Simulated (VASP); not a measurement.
# BaS: single point with HSE06

Crystal: BaS.

```
Ba S
1.0
     4.36529    0.00000    0.00000
    -2.18265    3.78046    0.00000
     0.00000    0.00000    3.97807
Ba S
1 1
Direct
  0.00000 0.00000 0.00000
  0.66667 0.33333 0.50000
```

- Program: VASP 6.6.1
- Task: single point
- Functional: HSE06
- Potentials or basis: VASP PAW PBE potentials, release 64 (Ba_sv, S)
- Cutoff: 520 eV
- k mesh: 4 × 4 × 4
- Occupations: gaussian, width 0.05 eV
- Spin: no spin polarisation

| Quantity | Value |
| --- | --- |
| Pressure | 0.1 GPa |
| Band gap on the k mesh | 2.91 eV |

Levels at points of the mesh, in eV from the valence-band top:
```csv
k point,band 4,band 5,band 6,band 7,band 8,band 9,band 10,band 11,band 12,band 13
"(0.00, 0.00, 0.00)",-12.35,-11.82,-0.84,-0.84,0.00,2.91,3.97,6.67,6.67,7.64
"(0.50, 0.00, 0.00)",-12.25,-10.67,-2.14,-0.69,-0.48,3.09,6.46,6.88,7.37,7.58
"(0.00, 0.00, 0.50)",-12.39,-10.31,-2.58,-0.70,-0.70,4.89,4.89,5.80,5.80,6.07
"(0.50, 0.00, 0.50)",-12.50,-11.35,-1.77,-1.35,-1.34,4.54,5.93,8.05,8.44,9.11
```

Run time: 5.6 min on 1 thread of Intel(R) Xeon(R) 6975P-C (Granite Rapids), with other jobs on the host, peak memory 0.29 GiB.

Caveat: the PAW data sets were made with another functional, which shifts forces and pressure a little; spin-orbit coupling is left out, which moves the levels of the heavy elements. A k mesh can miss the band edges.
